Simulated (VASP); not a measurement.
Input of a VASP 6.6.1 run:

INCAR

```
SYSTEM = TiAl
PREC     = Accurate       ! precision mode
ENCUT    = 600            ! plane-wave cutoff, eV
EDIFF    = 1E-6           ! SCF threshold, eV
ISMEAR   = -1             ! smearing method
SIGMA    = 0.05           ! smearing width, eV
LREAL    = .False.        ! projectors in reciprocal space
LASPH    = .True.         ! aspherical terms in the spheres
NELM     = 80             ! most SCF steps
ALGO     = Normal         ! electronic algorithm
ISIF     = 3              ! what is computed and relaxed
LWAVE    = .False.        ! write WAVECAR
LCHARG   = .False.        ! write CHGCAR
GGA      = PS             ! functional
IBRION   = 2              ! ionic algorithm
NSW      = 60             ! ionic steps
EDIFFG   = -0.01          ! ionic threshold
```

Contents of KPOINTS:

```
regular mesh
0
Gamma
  11 11 6
  0 0 0
```

POSCAR

```
TiAl
1.0
    2.8672622327      0.0000000000      0.0000000000
   -1.4336311163      2.4831219328      0.0000000000
    0.0000000000      0.0000000000      4.6780830000
Ti Al
1 1
Direct
    0.0000000000      0.0000000000      0.0000000000
    0.3333333333      0.6666666667      0.5000000000
```

Potentials or basis: VASP PAW PBE potentials, release 64 (Ti_sv, Al).

Command:

```console
$ cat potpaw_PBE.64/Ti_sv/POTCAR potpaw_PBE.64/Al/POTCAR > POTCAR
$ mpirun -np 1 vasp_std > vasp.out
```

Task: Predict the relaxed cell.

Result: a = 2.850 Å, b = 2.850 Å, c = 4.615 Å, α = 90.00°, β = 90.00°, γ = 120.00°.

Task: Estimate the space group after relaxing (to 0.05 Å).

Result: P-6m2 (No. 187).

The path:
```tsv
step	energy change (eV)	largest force (eV/Å)	pressure (GPa)	volume (Å³)
1	0.0000	0.0000	-2.83	33.31
2	-0.0053	0.0000	1.96	31.91
3	-0.0085	0.0000	0.06	32.43
4	-0.0085	0.0000	0.05	32.44
5	-0.0085	0.0000	-0.04	32.46
6	-0.0086	0.0000	-0.03	32.48
7	-0.0086	0.0000	-0.10	32.49
8	-0.0086	0.0000	-0.13	32.49
9	-0.0086	0.0000	-0.12	32.48
10	-0.0086	0.0000	0.10	32.42
11	-0.0086	0.0000	0.03	32.45
```

Caveat: the PAW data sets were made with another functional, which shifts forces and pressure a little.
